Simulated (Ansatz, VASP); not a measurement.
Two plane-wave programs on WS2

```
CELL_PARAMETERS angstrom
3.14578 0.00000 0.00000
-1.57289 2.72432 0.00000
0.00000 0.00000 16.95342
ATOMIC_POSITIONS crystal
W 0.37004 0.74008 0.00000
S 0.66667 0.33333 0.90758
S 0.66667 0.33333 0.09242
```

Alike in both runs: task single point; functional PBEsol; k mesh 12 × 12 × 2; occupations gaussian, width 0.05 eV; no spin polarisation.

|  | VASP | Ansatz |
| --- | --- | --- |
| version | VASP 6.6.1 | Ansatz 0.2.0 |
| potentials or method | VASP PAW PBE potentials, release 64 (W_sv, S), cutoff 520 eV | scalar-relativistic, plane waves, PAW |
| valence electrons in the cell | 26 | 26 |

```tsv
	VASP	Ansatz	Ansatz less VASP
gap on the k mesh at the Fermi level (eV)	1.72	1.72	0.000
least direct gap on the mesh (eV)	1.89	1.89	-0.005
rms of the force components (eV/Å)	1.864	1.862	-0.0027
```

VASP's potentials were made for PBE, not for PBEsol. Atom by atom the forces differ by 0.010 eV/Å (rms over components). The functional is the same, so the differences come from potentials, cutoffs and numerics.

Neither program's run includes spin-orbit coupling.
